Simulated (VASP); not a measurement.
Set up this calculation in VASP 6.6.1, as the native input.

| Quantity | Value |
| --- | --- |
| Task | relaxation of cell and atoms |
| Functional | LDA |
| Potentials or basis | VASP PAW LDA potentials, release 64 (Zn, S) |
| Cutoff | 600 eV |
| k mesh | 10 × 10 × 10 |
| Occupations | gaussian, width 0.02 eV |
| Spin | no spin polarisation |
| Dipole correction | no |
| Further INCAR settings | ALGO = Normal; EDIFF = 1e-06; IBRION = 2; EDIFFG = -0.005; NSW = 100; ISIF = 3 |

The structure of ZnS lies in POSCAR:

```
ZnS
1.0
    0.0000000000      2.6936828800      2.6936828800
    2.6936828800      0.0000000000      2.6936828800
    2.6936828800      2.6936828800      0.0000000000
Zn S
1 1
Direct
    0.0000000000      0.0000000000      0.0000000000
    0.7500000000      0.7500000000      0.7500000000
```

One way to write it, as run:

INCAR

```
PREC = Accurate
ENCUT = 600
EDIFF = 1E-6
ISMEAR = 0
SIGMA = 0.02
LREAL = False
LASPH = True
NELM = 60
ALGO = Normal
ISIF = 3
LWAVE = False
LCHARG = False
GGA = CA
IBRION = 2
NSW = 100
EDIFFG = -0.005
```

KPOINTS

```
Automatic mesh
0
Gamma
  10 10 10
```

Potentials or basis: VASP PAW LDA potentials, release 64 (Zn, S).

Command:

```console
$ cat potpaw_LDA.64/Zn/POTCAR potpaw_LDA.64/S/POTCAR > POTCAR
$ mpirun -np 1 vasp_std > vasp.out
```

It gave:

The relaxed volume is 18.63 Å³/atom. The relaxed cell is a = 3.749 Å, b = 3.749 Å, c = 3.749 Å, α = 60.00°, β = 60.00°, γ = 60.00°, the space group after relaxing (to 0.1 Å) is F-43m (No. 216) and the energy gained by relaxing is 11.1 meV/atom. The ionic steps are 6. The pressure after relaxing is 0.0 GPa and the band gap on the k mesh is 2.15 eV.

Run time: 73 s on 1 thread of Intel(R) Xeon(R) Platinum 8488C (Sapphire Rapids) (shared host), peak memory 0.17 GiB.
